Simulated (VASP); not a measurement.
Here is a VASP 6.6.1 calculation.

Contents of INCAR:

```
  PREC = Accurate
  ENCUT = 520
  EDIFF = 1E-6
  ISMEAR = -1
  SIGMA = 0.05
  LREAL = False
  LASPH = True
  NELM = 60
  ALGO = Normal
  ISIF = 2
  LWAVE = False
  LCHARG = False
  NBANDS = 16
```

Contents of KPOINTS:

```
Automatic mesh
0
Gamma
  12 12 12
```

The input POSCAR:

```
GaSb
1.0
    0.0000000000      2.8225863555      2.8225863555
    2.8225863555      0.0000000000      2.8225863555
    2.8225863555      2.8225863555      0.0000000000
Ga Sb
1 1
Direct
    0.0000000000      0.0000000000      0.0000000000
    0.5000000000      0.5000000000      0.5000000000
```

Potentials or basis: VASP PAW LDA potentials, release 64 (Ga_d, Sb).

The run is started by

```sh
$ cat potpaw_LDA.64/Ga_d/POTCAR potpaw_LDA.64/Sb/POTCAR > POTCAR
$ mpirun -np 1 vasp_std > vasp.out
```

Estimate the band gap on the k mesh.

zero (band 9 reaches 8.03 eV, above the bottom of band 10 at 4.47 eV).

Predict the pressure.

0.3 GPa.

Caveat: spin-orbit coupling is left out, which moves the levels of the heavy elements.
